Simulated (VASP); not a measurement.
# Hf (P6_3/mmc) in VASP: a series of runs

Hf is run at these levels: PBEsol; tasks: single point.

Everything below comes from runs of VASP 6.6.1. Logs are shortened: lines on timing, memory, paths and dates and some standing lists are left out, and cuts for length are marked.

### 1 The cell of the first run

It takes space group P6_3/mmc (No. 194, hexagonal). Conventional cell: a = 3.197 Å, b = 3.197 Å, c = 5.159 Å, α = 90.00°, β = 90.00°, γ = 120.00°. Within 4.2 Å of Hf (site symmetry -6m2) lie 12 Hf at 3.17 to 3.20 Å.

### 2 Single point, PBEsol (zz strain of +2 %)

The input, INCAR:

```
PREC = Accurate
ENCUT = 520
EDIFF = 1E-6
ISMEAR = -1
SIGMA = 0.05
LREAL = F
LASPH = T
NELM = 80
ALGO = Normal
ISIF = 2
LWAVE = F
LCHARG = T
GGA = PS
LELF = T
LVHAR = T
NBANDS = 17
```

The input, KPOINTS:

```
Automatic mesh
0
Gamma
  13 13 7
```

The input, POSCAR:

```
Hf
1.0
    3.1966985242      0.0000000000      0.0000000000
   -1.5983492621      2.7684221302      0.0000000000
    0.0000000000      0.0000000000      5.1589560000
Hf
2
Direct
    0.3333333333      0.6666666667      0.2500000000
    0.6666666667      0.3333333333      0.7500000000
```

Potentials or basis: VASP PAW PBE potentials, release 64 (Hf_pv).

The run is started by

```sh
$ cat potpaw_PBE.64/Hf_pv/POTCAR > POTCAR
$ mpirun -np 1 vasp_std > vasp.out
```

OUTCAR:

```text
PREC = Accurate
   ENCUT = 520
   EDIFF = 1E-6
   ISMEAR = -1
   LREAL = F
   LASPH = T
   NELM = 80
   ISIF = 2
   GGA = PS

 ion  position               nearest neighbor table
   1  0.333  0.667  0.250-   2 3.17   2 3.17   2 3.17   2 3.17   2 3.17   2 3.17
   2  0.667  0.333  0.750-   1 3.17   1 3.17   1 3.17   1 3.17   1 3.17   1 3.17

  LATTYP: Found a hexagonal cell.
 ALAT       =     3.1966985242
 C/A-ratio  =     1.6138387655

  Lattice vectors:

 A1 = (   3.1966985242,   0.0000000000,   0.0000000000)
 A2 = (  -1.5983492621,   2.7684221302,   0.0000000000)
 A3 = (   0.0000000000,   0.0000000000,   5.1589560000)

Analysis of symmetry for initial positions (statically):
=====================================================================
 Subroutine PRICEL returns:
 Original cell was already a primitive cell.

 Routine SETGRP: Setting up the symmetry group for a
 hexagonal supercell.

 Subroutine GETGRP returns: Found 24 space group operations
 (whereof 12 operations were pure point group operations)
 out of a pool of 24 trial point group operations.

The static configuration has the point symmetry D_3d.
 The point group associated with its full space group is D_6h.

Analysis of symmetry for dynamics (positions and initial velocities):
=====================================================================
 Subroutine PRICEL returns:
 Original cell was already a primitive cell.

 Routine SETGRP: Setting up the symmetry group for a
 hexagonal supercell.

 Subroutine GETGRP returns: Found 24 space group operations
 (whereof 12 operations were pure point group operations)
 out of a pool of 24 trial point group operations.

The dynamic configuration has the point symmetry D_3d.
 The point group associated with its full space group is D_6h.

 Subroutine INISYM returns: Found 24 space group operations
 (whereof 12 operations are pure point group operations),
 and found     1 'primitive' translations

----------------------------------------------------------------------------------------

                                     Primitive cell

  volume of cell :      45.6558

  direct lattice vectors                    reciprocal lattice vectors
     3.196698524  0.000000000  0.000000000     0.312822743  0.180608295  0.000000000
    -1.598349262  2.768422130  0.000000000     0.000000000  0.361216589  0.000000000
     0.000000000  0.000000000  5.158956000     0.000000000  0.000000000  0.193837668

  length of vectors
     3.196698524  3.196698524  5.158956000     0.361216589  0.361216589  0.193837668

  position of ions in fractional coordinates (direct lattice)
     0.333333333  0.666666667  0.250000000
     0.666666667  0.333333333  0.750000000

  ion indices of the primitive-cell ions
   primitive index   ion index
                 1           1
                 2           2

----------------------------------------------------------------------------------------

 KPOINTS: Automatic mesh

Automatic generation of k-mesh.
 Grid dimensions read from file:
 generate k-points for:   13   13    7

 Generating k-lattice:

  Cartesian coordinates                     Fractional coordinates (reciprocal lattice)
     0.024063288  0.013892946  0.000000000     0.076923077 -0.000000000  0.000000000
     0.000000000  0.027785891  0.000000000     0.000000000  0.076923077  0.000000000
     0.000000000  0.000000000  0.027691095     0.000000000  0.000000000  0.142857143

  Length of vectors
     0.027785891  0.027785891  0.027691095

  Shift w.r.t. Gamma in fractional coordinates (k-lattice)
     0.000000000  0.000000000  0.000000000

 Subroutine IBZKPT returns following result:
 ===========================================

 Found     84 irreducible k-points:

 Following reciprocal coordinates:
            Coordinates               Weight
  0.000000  0.000000  0.000000      1.000000
  0.076923 -0.000000  0.000000      6.000000
  0.153846  0.000000  0.000000      6.000000
  0.230769  0.000000  0.000000      6.000000
  0.307692  0.000000  0.000000      6.000000
  0.384615  0.000000  0.000000      6.000000
[... 16 lines left out ...]
  0.076923 -0.000000  0.142857     12.000000
  0.153846  0.000000  0.142857     12.000000
 [... further k-points ...]
   k-points           NKPTS =     84   k-points in BZ     NKDIM =     84   number of bands    NBANDS=     17
   number of dos      NEDOS =    301   number of ions     NIONS =      2
   total plane-waves  NPLWV =  23040
   dimension x,y,z NGX =    24 NGY =   24 NGZ =   40
   dimension x,y,z NGXF=    48 NGYF=   48 NGZF=   80
   ions per type =               2
   NGX,Y,Z   is equivalent  to a cutoff of  12.48, 12.48, 12.89 a.u.
   NGXF,Y,Z  is equivalent  to a cutoff of  24.96, 24.96, 25.78 a.u.
 SYSTEM =  unknown system
   PREC   = accura    normal or accurate (medium, high low for compatibility)
   ISTART =      0    job   : 0-new  1-cont  2-samecut
   ICHARG =      2    charge: 1-file 2-atom 10-const
   ISPIN  =      1    spin polarized calculation?
   LNONCOLLINEAR =      F non collinear calculations
   LSORBIT =      F    spin-orbit coupling
   LASPH  =      T    aspherical Exc in radial PAW
   ENCUT  =  520.0 eV  38.22 Ry    6.18 a.u.   5.94  5.94  9.59*2*pi/ulx,y,z
   NELM   =     80;   NELMIN=  2; NELMDL= -5     # of ELM steps
   EDIFF  = 0.1E-05   stopping-criterion for ELM
   LREAL  =      F    real-space projection
   EDIFFG = 0.1E-04   stopping-criterion for IOM
   NSW    =      0    number of steps for IOM
   IBRION =     -1    ionic relax: 0-MD 1-quasi-New 2-CG
   NFREE  =      0    steps in history (QN), initial steepest desc. (CG)
   ISIF   =      2    stress and relaxation
   ISYM   =      2    0-nonsym 1-usesym 2-fastsym
   POTIM  = 0.5000    time-step for ionic-motion
   TEBEG  =    0.0;   TEEND  =   0.0 temperature during run
   PSTRESS=    0.0 pullay stress
   NELECT =      20.0000    total number of electrons
   NUPDOWN=      -1.0000    fix difference up-down
   EMIN   =  10.00;   EMAX   =-10.00  energy-range for DOS
   EFERMI =   0.00;   METHOD = LEGACY
   ISMEAR =    -1;   SIGMA  =   0.05  broadening in eV -4-tet -1-fermi 0-gaus
   EFERMI_NEDOS =   21; number of points for ismear=-14 and -15
   IALGO  =     38    algorithm
   IMIX   =      4    mixing-type and parameters
     AMIX     =   0.40;   BMIX     =  1.00
     AMIX_MAG =   1.60;   BMIX_MAG =  1.00
  volume/ion in A,a.u.               =      22.83       154.05
  Fermi-wavevector in a.u.,A,eV,Ry     =   1.243329  2.349552 21.032813  1.545868
  Thomas-Fermi vector in A             =   2.377645
   LORBIT       =      0    0 simple, 1 ext, 2 COOP (PROOUT), +10 PAW based schemes
   GGA     = PS    functional components
   LHFCALC =     F    Hartree Fock is set to
   AEXX    =    0.0000 exact exchange contribution
   IVDW    =     0    specifies the selected vdW correction
   LEPSILON=     F    determine dielectric tensor
   LRPA    =     F    only Hartree local field effects (RPA)
 non-spin polarized calculation
  energy-cutoff  :      520.00
  volume of cell :       45.66
 maximum number of plane-waves:      1245
 NGX is ok and might be reduce to    24
   NGX = 11   NGY = 11   NGZ = 19

 number of electron      20.0000007 magnetization

 Free energy of the ion-electron system (eV)
  ---------------------------------------------------
  ext. energy  EPLUGINS =         0.00000000
  ---------------------------------------------------
  free energy    TOTEN  =       -20.95596831 eV

  energy without entropy =      -20.94181120  energy(sigma->0) =      -20.94888976

 E-fermi :   4.6118     XC(G=0): -11.2993

 val. band max:        4.6107443262   @ k =   0.3077   0.2308   0.4286
 cond. band min:       4.6195369919   @ k =   0.0769  -0.0000   0.1429
 fundamental gap:      0.0087926657
 Fermi energy:         4.6117600182

 k-point     1 :       0.0000    0.0000    0.0000
  band No.  band energies     occupation
      1     -26.4038      2.00000
      2     -25.7033      2.00000
      3     -25.7033      2.00000
      4     -25.6228      2.00000
      5     -25.5946      2.00000
      6     -25.5946      2.00000
[... 9 lines left out ...]
     16       7.3487      0.00000
     17       9.8679      0.00000

 k-point     2 :       0.0769   -0.0000    0.0000
  band No.  band energies     occupation
      1     -26.3895      2.00000
      2     -25.7360      2.00000
      3     -25.7138      2.00000
      4     -25.6289      2.00000
      5     -25.6286      2.00000
      6     -25.5994      2.00000
[... 9 lines left out ...]
     16       7.1807      0.00000
     17       9.9963      0.00000

 k-point     3 :       0.1538    0.0000    0.0000
  band No.  band energies     occupation
      1     -26.3482      2.00000
      2     -25.8267      2.00000
      3     -25.7423      2.00000
      4     -25.7220      2.00000
      5     -25.6464      2.00000
      6     -25.6134      2.00000
[... 9 lines left out ...]
     16       7.2027      0.00000
     17      10.2621      0.00000

 k-point     4 :       0.2308    0.0000    0.0000
  band No.  band energies     occupation
      1     -26.2851      2.00000
      2     -25.9545      2.00000
      3     -25.8485      2.00000
      4     -25.7810      2.00000
      5     -25.6763      2.00000
      6     -25.6342      2.00000
[... 9 lines left out ...]
     16       7.9483      0.00000
     17      10.5168      0.00000

 k-point     5 :       0.3077    0.0000    0.0000
  band No.  band energies     occupation
      1     -26.2083      2.00000
      2     -26.0896      2.00000
      3     -25.9772      2.00000
      4     -25.8207      2.00000
      5     -25.7176      2.00000
      6     -25.6573      2.00000
[... 9 lines left out ...]
     16       8.8930      0.00000
     17      10.6945      0.00000

 k-point     6 :       0.3846    0.0000    0.0000
  band No.  band energies     occupation
      1     -26.2009      2.00000
      2     -26.1303      2.00000
      3     -26.0803      2.00000
      4     -25.8528      2.00000
      5     -25.7660      2.00000
      6     -25.6770      2.00000
[... 9 lines left out ...]
     16       9.8956      0.00000
     17      10.7942      0.00000

 k-point     7 :       0.4615    0.0000    0.0000
  band No.  band energies     occupation
      1     -26.2633      2.00000
      2     -26.1372      2.00000
      3     -26.0737      2.00000
      4     -25.8706      2.00000
      5     -25.8059      2.00000
      6     -25.6883      2.00000
[... 9 lines left out ...]
     16      10.7788      0.00000
     17      10.8362      0.00000

 k-point     8 :       0.0769    0.0769    0.0000
  band No.  band energies     occupation
      1     -26.3617      2.00000
      2     -25.7922      2.00000
      3     -25.7465      2.00000
      4     -25.6809      2.00000
      5     -25.6404      2.00000
      6     -25.6129      2.00000
[... 9 lines left out ...]
     16       7.0828      0.00000
     17      10.1441      0.00000
[... 203 lines left out ...]
      1     -26.1771      2.00000
      2     -26.0889      2.00000
      3     -26.0336      2.00000
      4     -25.9613      2.00000
      5     -25.8360      2.00000
      6     -25.8338      2.00000
[... 9 lines left out ...]
     16      10.1952      0.00000
     17      11.4373      0.00000

 k-point    20 :       0.3846    0.2308    0.0000
  band No.  band energies     occupation
      1     -26.1947      2.00000
      2     -26.0718      2.00000
      3     -26.0023      2.00000
      4     -25.9947      2.00000
      5     -25.8684      2.00000
      6     -25.8508      2.00000
[... 9 lines left out ...]
     16      10.1643      0.00000
     17      10.7443      0.00000

 k-point    21 :       0.3077    0.3077    0.0000
  band No.  band energies     occupation
      1     -26.1645      2.00000
      2     -26.0630      2.00000
      3     -26.0198      2.00000
      4     -25.9673      2.00000
      5     -25.9022      2.00000
      6     -25.8927      2.00000
[... 9 lines left out ...]
     16      10.0705      0.00000
     17      10.5405      0.00000

 k-point    22 :       0.0000    0.0000    0.1429
  band No.  band energies     occupation
      1     -26.3675      2.00000
      2     -25.6979      2.00000
      3     -25.6979      2.00000
      4     -25.6640      2.00000
      5     -25.6000      2.00000
      6     -25.6000      2.00000
[... 9 lines left out ...]
     16       7.6136      0.00000
     17       9.9178      0.00000

 k-point    23 :       0.0769   -0.0000    0.1429
  band No.  band energies     occupation
      1     -26.3548      2.00000
      2     -25.7299      2.00000
      3     -25.7082      2.00000
      4     -25.6815      2.00000
      5     -25.6212      2.00000
      6     -25.6051      2.00000
[... 9 lines left out ...]
     16       7.4882      0.00000
     17      10.0201      0.00000

 k-point    24 :       0.1538    0.0000    0.1429
  band No.  band energies     occupation
      1     -26.3192      2.00000
      2     -25.8184      2.00000
      3     -25.7560      2.00000
      4     -25.7360      2.00000
      5     -25.6530      2.00000
      6     -25.6198      2.00000
[... 9 lines left out ...]
     16       7.3656      0.00000
     17      10.2307      0.00000

 [... further k-points ...]
[... 5 lines left out ...]
  --------------------------------------------------------------------------------------
  -------------------------------------------------------------------------------------
  Total       -1.4829631     -1.4829631     -2.2309770      0.0000000     -0.0000000     -0.0000000
  in kB      -52.0409381    -52.0409381    -78.2906415      0.0000000     -0.0000000     -0.0000000
  external PRESSURE =     -60.7908393 kB  Pullay stress =       0.0000000 kB

 VOLUME and BASIS-vectors are now :
 -----------------------------------------------------------------------------
  energy-cutoff  :      520.00
  volume of cell :       45.66
      direct lattice vectors                 reciprocal lattice vectors
     3.196698524  0.000000000  0.000000000     0.312822743  0.180608295  0.000000000
    -1.598349262  2.768422130  0.000000000     0.000000000  0.361216589  0.000000000
     0.000000000  0.000000000  5.158956000     0.000000000  0.000000000  0.193837668

 POSITION                                       TOTAL-FORCE (eV/Angst)
 -----------------------------------------------------------------------------------
     -0.00000      1.84561      1.28974        -0.000000     -0.000000      0.000000
      1.59835      0.92281      3.86922         0.000000      0.000000      0.000000
 -----------------------------------------------------------------------------------
    total drift:                               -0.000000      0.000000     -0.000000

  FREE ENERGIE OF THE ION-ELECTRON SYSTEM (eV)
  ---------------------------------------------------
  free  energy   TOTEN  =       -20.9559683128 eV

  energy  without entropy=      -20.9418111997  energy(sigma->0) =      -20.94888976
```

Wall time 68 s (1 thread of Intel Xeon 8259CL, shared host); peak memory 0.2 GiB.

Results:

```yaml
Free_energy: -20.9560 eV
Pressure: -6.1 GPa
Band_gap_on_the_k_mesh: zero (band 10 reaches 5.82 eV, above the bottom of band 11 at 4.25 eV)
```

Stress tensor (GPa, compression positive):
```
-5.20  0.00  0.00
 0.00 -5.20  0.00
 0.00  0.00 -7.83
```

Levels at points of the mesh, in eV from the Fermi level:
```
           k point  band 8  band 9  band 10  band 11  band 12  band 13
(0.00, 0.00, 0.00)   -3.70    0.45     1.21     1.21     1.25     1.96
```

Caveat: the cell differs from its parent crystal (zz strain of +2 %); the PAW data sets were made with another functional, which shifts forces and pressure a little; spin-orbit coupling is left out, which moves the levels of the heavy elements.

### 3 Single point, PBEsol (volume scaled by 0.96)

Changes to INCAR since step 2:

```diff
@@ -11,6 +11,4 @@
 LWAVE = F
-LCHARG = T
+LCHARG = F
 GGA = PS
-LELF = T
-LVHAR = T
 NBANDS = 17
```

The input, KPOINTS:

```
regular mesh
0
Gamma
  13 13 7
```

The input, POSCAR:

```
Hf
1.0
    3.1534945994      0.0000000000      0.0000000000
   -1.5767472997      2.7310064337      0.0000000000
    0.0000000000      0.0000000000      4.9894429718
Hf
2
Direct
    0.3333333333      0.6666666667      0.2500000000
    0.6666666667      0.3333333333      0.7500000000
```

Potentials or basis: VASP PAW PBE potentials, release 64 (Hf_pv).

The run is started by

```sh
$ cat potpaw_PBE.64/Hf_pv/POTCAR > POTCAR
$ mpirun -np 1 vasp_std > vasp.out
```

Wall time 14 s (1 thread of Intel Xeon 6975P-C (Granite Rapids), shared host); peak memory 0.19 GiB.

Results (log left out):

- Free energy: -21.0117 eV
- Pressure: 0.3 GPa
- Band gap on the k mesh: zero (band 10 reaches 6.21 eV, above the bottom of band 11 at 4.67 eV)

Levels at points of the mesh, in eV from the Fermi level:
```tsv
k point	band 7	band 8	band 9	band 10	band 11	band 12	band 13	band 14
(0.00, 0.00, 0.00)	-7.53	-3.85	0.81	1.17	1.17	1.46	2.03	2.03
```

Caveat: the PAW data sets were made with another functional, which shifts forces and pressure a little; spin-orbit coupling is left out, which moves the levels of the heavy elements.
